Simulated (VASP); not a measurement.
Crystal: TlPb2.

```
Tl Pb
1.0
     0.00000    4.68505    4.68505
     4.68505    0.00000    4.68505
     4.68505    4.68505    0.00000
Tl Pb
2 4
Direct
  0.00000 0.00000 0.00000
  0.25000 0.25000 0.25000
  0.62500 0.62500 0.62500
  0.12500 0.62500 0.62500
  0.62500 0.12500 0.62500
  0.62500 0.62500 0.12500
```

Base run:

* Program: VASP 6.6.1
* Functional: r2SCAN
* Potentials or basis: VASP PAW PBE potentials, release 64 (Tl_d, Pb_d)
* Cutoff: 520 eV
* k mesh: 8 × 8 × 8
* Occupations: gaussian, width 0.1 eV
* Spin: no spin polarisation

Its results: band gap on the k mesh zero (bands 41 and 42 overlap by 2.14 eV); pressure -1.0 GPa.

Problem. The run is repeated on the same cell with these changes: functional from r2SCAN to PBE; k mesh from 8 × 8 × 8 to 4 × 4 × 4. What comes out?

Solution. Band gap on the k mesh zero (bands 41 and 42 overlap by 2.03 eV); pressure 0.0 GPa.

Several settings changed at once.

Caveats: spin-orbit coupling is left out, which moves the levels of the heavy elements; the PAW data sets were made with another functional, which shifts forces and pressure a little (at least some runs).
